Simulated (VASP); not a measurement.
A run of VASP 6.6.1:

INCAR

```
PREC = Accurate
ENCUT = 520
EDIFF = 1E-6
ISMEAR = -1
SIGMA = 0.05
LREAL = F
LASPH = T
NELM = 100
ALGO = Normal
ISIF = 2
LWAVE = F
LCHARG = F
GGA = PS
NBANDS = 26
```

The input KPOINTS:

```
regular mesh
0
Gamma
  8 8 8
```

POSCAR

```
AlCu3
1.0
    0.0000000000      2.9260154908      2.9260154908
    2.9260154908      0.0000000000      2.9260154908
    2.9260154908      2.9260154908      0.0000000000
Cu Al
3 1
Direct
    0.7500000000      0.7500000000      0.7500000000
    0.2500000000      0.2500000000      0.2500000000
    0.5000000000      0.5000000000      0.5000000000
    0.0000000000      0.0000000000      0.0000000000
```

Potentials or basis: VASP PAW PBE potentials, release 64 (Cu, Al).

Command:

```bash
$ cat potpaw_PBE.64/Cu/POTCAR potpaw_PBE.64/Al/POTCAR > POTCAR
$ mpirun -np 1 vasp_std > vasp.out
```

Hardware: 1 thread of AMD EPYC 7R43 64-Core Processor (Zen 3), on a shared host.

Q: Estimate the wall time of this run.

A: Run time: 46 s on 1 thread of AMD EPYC 7R43 64-Core Processor (Zen 3) (shared host), peak memory 0.15 GiB. Counts: scf iterations 16, k points 29.
